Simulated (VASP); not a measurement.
Set up this calculation in VASP 6.6.1, as the native input.

```
Task                   : single point
Functional             : PBE
Dispersion             : D3(BJ)
Potentials or basis    : VASP PAW PBE potentials, release 64 (Sc_sv, Li_sv)
Cutoff                 : 520 eV
k mesh                 : 3 × 2 × 3
Occupations            : gaussian, width 0.1 eV
Spin                   : no spin polarisation
Dipole correction      : no
Further INCAR settings : ALGO = Normal; EDIFF = 1e-07; NBANDS = 80
```

The structure of LiSc12 (a cell with a defect) lies in POSCAR:

```
LiSc12
1.0
    6.6200000000      0.0000000000      0.0000000000
   -4.9650000000      8.5996320000      0.0000000000
    0.0000000000      0.0000000000      5.2761400000
Sc Li
12 1
Direct
    0.0083339973      0.0066017678      0.0022758803
    0.1787164675      0.2283563596      0.5119332103
   -0.0102766536      0.3221751136      0.0140148942
    0.1146738754      0.5016543583      0.5112966161
   -0.0048334331      0.6673307270      0.0250746574
    0.1547719934      0.9178803706      0.5015128555
    0.4971246494      0.0003163563      0.0143965182
    0.6544148943      0.2099578204      0.5190262675
    0.5111709262      0.3402798523      0.0206193704
    0.6727750645      0.5699800766      0.5277309516
    0.4972254942      0.6628353653      0.0275863971
    0.7271972877      0.9212341514      0.5005450135
    0.3290838767      0.7667452309     -0.4329940421
```

One way to write it, as run:

INCAR

```
PREC = Accurate ; ENCUT = 520
EDIFF = 1E-7 ; ISMEAR = 0
SIGMA = 0.1 ; LREAL = F
LASPH = T ; NELM = 100
ALGO = Normal ; ISIF = 2
LWAVE = F ; LCHARG = T
GGA = PE ; IVDW = 12
LELF = T ; LVHAR = T
NBANDS = 80
```

KPOINTS

```
Automatic mesh
0
Gamma
  3 2 3
```

Potentials or basis: VASP PAW PBE potentials, release 64 (Sc_sv, Li_sv).

Run with:

```sh
$ cat potpaw_PBE.64/Sc_sv/POTCAR potpaw_PBE.64/Li_sv/POTCAR > POTCAR
$ mpirun -np 1 vasp_std > vasp.out
```

It gave:

```yaml
Largest_force: 0.019 eV/Å
Band_gap_on_the_k_mesh: zero (an odd number of electrons rules out a gap without spin polarisation)
Dispersion_energy_per_atom: -0.389 eV
```

Caveat: the k points lie up to 0.40 Å⁻¹ apart, too coarse for converged energies and pressures of a metal.

Wall time 8.6 min on 1 thread of Intel Xeon 8259CL, with other jobs on the host, peak memory 0.45 GiB.
